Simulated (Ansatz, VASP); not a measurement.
MgO: VASP beside Ansatz

```
Mg O
1.0
     3.28865    0.00000    0.00000
    -1.64433    2.84806    0.00000
     0.00000    0.00000    5.03339
Mg O
2 2
Cartesian
  0.0000 0.0000 -0.0499
  0.0000 1.8987 2.4668
  0.0000 0.0000 1.9374
  0.0000 1.8987 4.4541
```

Alike in both runs: functional r2SCAN; k mesh 9 × 9 × 4; occupations gaussian, width 0.02 eV; no spin polarisation.

Ansatz relaxed the structure, and its values are those at the end. VASP's run is a single point on that final structure, the one shown.

|  | VASP | Ansatz |
| --- | --- | --- |
| version | VASP 6.6.1 | Ansatz 0.2.0 |
| potentials or method | VASP PAW PBE potentials, release 64 (Mg, O), cutoff 520 eV | scalar-relativistic, plane waves, PAW |
| valence electrons in the cell | 16 | 32 |

```tsv
	VASP	Ansatz	Ansatz less VASP
gap on the k mesh at the Fermi level (eV)	4.21	4.22	+0.015
least direct gap on the mesh (eV)	4.21	4.22	+0.015
pressure (GPa)	-0.6	0.0	+0.56
```

VASP's potentials were made for PBE, not for r2SCAN. VASP's potentials hold 16 valence electrons a cell and Ansatz's 32, so a difference there can come from the potentials and not from the codes.
